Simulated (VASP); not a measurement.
A run of VASP 6.6.1 is set up as follows.

File INCAR:

```
SYSTEM = GaN
PREC = Accurate ; ENCUT = 520
EDIFF = 1E-6 ; ISMEAR = 0
SIGMA = 0.01 ; LREAL = .FALSE.
LASPH = .TRUE. ; NELM = 60
ALGO = Normal ; ISIF = 2
LWAVE = .FALSE. ; LCHARG = .TRUE.
GGA = PS ; LELF = .TRUE.
LVHAR = .TRUE. ; NBANDS = 16
```

The input KPOINTS:

```
regular mesh
0
G
  7 7 7
  0 0 0
```

The input POSCAR:

```
GaN
1.0
    0.0000000000      2.2383759891      2.2383759891
    2.2383759891      0.0000000000      2.2383759891
    2.2383759891      2.2383759891      0.0000000000
Ga N
1 1
Direct
    0.0000000000      0.0000000000      0.0000000000
    0.7500000000      0.7500000000      0.7500000000
```

Potentials or basis: VASP PAW PBE potentials, release 64 (Ga_d, N).

Command:

```bash
$ cat potpaw_PBE.64/Ga_d/POTCAR potpaw_PBE.64/N/POTCAR > POTCAR
$ mpirun -np 1 vasp_std > vasp.out
```

Q: Predict the band gap on the k mesh.

A: 1.81 eV, direct.

Q: What does it give for the pressure?

A: 2.5 GPa.

Caveat: the PAW data sets were made with another functional, which shifts forces and pressure a little. As with any semilocal functional, this PBEsol gap is likely too small.
